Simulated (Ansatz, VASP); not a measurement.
## BaTiO3 in VASP and in Ansatz

Contents of POSCAR:

```
BaTiO3
1.0
    3.9951440287      0.0000000000      0.0000000000
    0.0000000000      2.8424767306      2.8480072403
    0.0000000000     -2.8424767306      2.8480072403
Ba Ti O
1 1 3
Direct
    0.0000000000      0.0044061011      0.0044061011
    0.5000000000      0.5135753575      0.5135753575
    0.0000000000      0.4552120972      0.4552120972
    0.5000000000      0.4954342957      0.9880908444
    0.5000000000      0.9880908444      0.4954342957
```

Contents of INCAR.step1:

```
ALGO = Normal
EDIFF = 1E-4
ENCUT = 520
GGA = PE
ISMEAR = 0
LASPH = T
LCHARG = F
LDAU = T
LDAUJ = 0 0 0
LDAUL = -1 2 -1
LDAUTYPE = 2
LDAUU = 0 4 0
LMAXMIX = 4
LREAL = F
LWAVE = T
NBANDS = 28
NELM = 150
PREC = Accurate
SIGMA = 0.05
```

Contents of INCAR.step2:

```
ALGO = Normal
EDIFF = 1E-6
ENCUT = 520
ISIF = 2
ISMEAR = 0
ISTART = 1
LASPH = T
LCHARG = F
LDAU = T
LDAUJ = 0 0 0
LDAUL = -1 2 -1
LDAUPRINT = 1
LDAUTYPE = 2
LDAUU = 0 4 0
LMAXMIX = 4
LMIXTAU = T
LREAL = F
LWAVE = F
METAGGA = R2SCAN
NBANDS = 28
NELM = 150
PREC = Accurate
SIGMA = 0.05
```

File KPOINTS:

```
k-points
0
Gamma
  6 6 6
```

Input for Ansatz:

```yaml
crystal:
  lattice:
    - [3.9951440287, 0.0, 0.0]
    - [0.0, 2.8424767306, 2.8480072403]
    - [0.0, -2.8424767306, 2.8480072403]
  atoms:
    - { symbol: Ba, position: [0.0, 0.0044061011, 0.0044061011] }
    - { symbol: Ti, position: [0.5, 0.5135753575, 0.5135753575] }
    - { symbol: O, position: [0.0, 0.4552120972, 0.4552120972] }
    - { symbol: O, position: [0.5, 0.4954342957, 0.9880908444] }
    - { symbol: O, position: [0.5, 0.9880908444, 0.4954342957] }
basis:
  ecutwfc: 500
kpoints:
  mp_grid: { grid: [6, 6, 6] }
hamiltonian:
  xc: r2scan
  hubbard: { sites: [{ species: Ti, l: d, u_eff: 4.0 }] }
scf:
  occupations: { method: gaussian, width: 0.05 }
output:
  forces: true
  stress: true
  eigenvalues: true
```

Alike in both runs: task single point; functional r2SCAN; k mesh 6 × 6 × 6; occupations gaussian, width 0.05 eV; no spin polarisation; Hubbard terms Ti d U = 4.0 eV.

|  | VASP | Ansatz |
| --- | --- | --- |
| version | VASP 6.6.1 | Ansatz 0.2.0 |
| potentials or method | VASP PAW PBE potentials, release 64 (Ba_sv, Ti_sv, O), cutoff 520 eV | scalar-relativistic, plane waves, PAW |
| valence electrons in the cell | 40 | 40 |

Ansatz gave:

| Quantity | Value |
| --- | --- |
| gap on the k mesh at the Fermi level (eV) | 2.78 |
| least direct gap on the mesh (eV) | 3.14 |
| pressure (GPa) | 0.1 |
| traceless stress, the component that is largest in VASP (GPa) | 1.38 |
| rms of the force components (eV/Å) | 0.471 |

Problem. Estimate VASP's values.

Solution. gap on the k mesh at the Fermi level (eV): 2.78; least direct gap on the mesh (eV): 3.17; pressure (GPa): 4.0; traceless stress, the component that is largest in VASP (GPa): 1.64; rms of the force components (eV/Å): 0.488.

VASP's potentials were made for PBE, not for r2SCAN. The programs project onto different local orbitals, so the same U acts differently, and such runs can settle in different states. Atom by atom the forces differ by 0.192 eV/Å (rms over components).

Spin-orbit coupling is off throughout.
